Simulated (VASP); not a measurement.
# As: single point with r2SCAN

The system is As.

```
As
1.0
    14.00000    0.00000    0.00000
     0.00000   14.40000    0.00000
     0.00000    0.00000   14.80000
As
1
Direct
  0.50000 0.50000 0.50000
```

- Program: VASP 6.6.1
- Task: single point
- Functional: r2SCAN
- Potentials or basis: VASP PAW PBE potentials, release 64 (As)
- Cutoff: 440 eV
- k mesh: 1 × 1 × 1
- Occupations: fermi-dirac, width 0.01 eV
- Spin: collinear spin
- Starting moments: [1.0] μB

The pressure is 0.0 GPa. The band gap on the k mesh is 3.31 eV. The net moment is 3.00 μB per cell and the site moments are As +1.28 μB. The valence electrons inside the program's atomic spheres are As 2.59.

Levels at points of the mesh, in eV from the valence-band top:
Spin up:
```csv
k point,band 1,band 2,band 3,band 4,band 5,band 6,band 7,band 8,band 9
"(0.00, 0.00, 0.00)",-9.72,0.00,0.00,0.00,6.13,6.76,6.93,6.95,6.97
```
Spin down:
| k point | band 1 | band 2 | band 3 | band 4 | band 5 |
| --- | --- | --- | --- | --- | --- |
| (0.00, 0.00, 0.00) | -6.66 | 3.31 | 3.31 | 3.31 | 6.29 |

Run time: 12 min on 1 thread of Intel(R) Xeon(R) Platinum 8488C (Sapphire Rapids) (shared host), peak memory 2.9 GiB.

Caveat: the PAW data sets were made with another functional, which shifts forces and pressure a little.
